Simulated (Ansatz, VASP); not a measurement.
**One calculation of Si4N, two programs**

```
Si N
1.0
     3.81552    0.00000    0.00000
    -1.90776    3.30433    0.00000
     0.00000    0.00000   28.98748
Si N
8 2
Direct
  0.66667 0.33333 0.13799
  0.33333 0.66667 0.16547
  0.33333 0.66667 0.24688
  0.66667 0.33333 0.27436
  0.66667 0.33333 0.35563
  0.33333 0.66667 0.38271
  0.33333 0.66667 0.46576
  0.66667 0.33333 0.48943
  0.66667 0.83333 0.61708
  0.66667 0.83333 0.65502
```

Alike in both runs: task single point; functional PBE; dispersion D3(BJ); k mesh 9 × 9 × 1; occupations gaussian, width 0.05 eV; no spin polarisation.

|  | VASP | Ansatz |
| --- | --- | --- |
| version | VASP 6.6.1 | Ansatz 0.2.0 |
| potentials or method | VASP PAW PBE potentials, release 64 (Si, N), cutoff 520 eV | scalar-relativistic, plane waves, PAW |
| valence electrons in the cell | 42 | 42 |

Ansatz gave:

- gap on the k mesh at the Fermi level (eV): none
- rms of the force components (eV/Å): 0.181

Question: What did VASP give for the same quantities?

Answer: gap on the k mesh at the Fermi level (eV): none; rms of the force components (eV/Å): 0.581.

Atom by atom the forces differ by 0.465 eV/Å (rms over components). A gap of «none» marks a metal or a gap that the smearing closes. One of these differences is far larger than is usual between the two programs; its cause wasn't traced.

Noted on VASP's run: the standard files for N, O and F lose accuracy on very short bonds.
